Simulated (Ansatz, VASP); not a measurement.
## One calculation of NaI, two programs

```
CELL_PARAMETERS angstrom
-0.03264 3.24792 3.24792
3.24792 -0.03264 3.24792
3.24792 3.24792 -0.03264
ATOMIC_POSITIONS crystal
Na 0.00000 0.00000 0.00000
I 0.50000 0.50000 0.50000
```

Change from the starting cell: equal xy, yz and zx shear strains of -1 %.

Alike in both runs: task single point; functional PBE; k mesh 11 × 11 × 11; occupations fermi-dirac, width 0.08 eV; no spin polarisation.

```csv
,VASP,Ansatz
version,VASP 6.6.1,Ansatz 0.2.0
potentials or method,"VASP PAW PBE potentials, release 64 (Na_pv, I), cutoff 520 eV","all-electron LAPW, scalar-relativistic"
```

Ansatz gave:

* gap on the k mesh at the Fermi level (eV): 3.54
* pressure (GPa): 0.0
* traceless stress, the component that is largest in VASP (GPa): 0.07

Question: What did VASP give for the same quantities?

Answer: gap on the k mesh at the Fermi level (eV): 3.53; pressure (GPa): 0.0; traceless stress, the component that is largest in VASP (GPa): 0.07.

Ansatz ran all-electron here, and VASP with PAW potentials.

Neither program's run includes spin-orbit coupling.
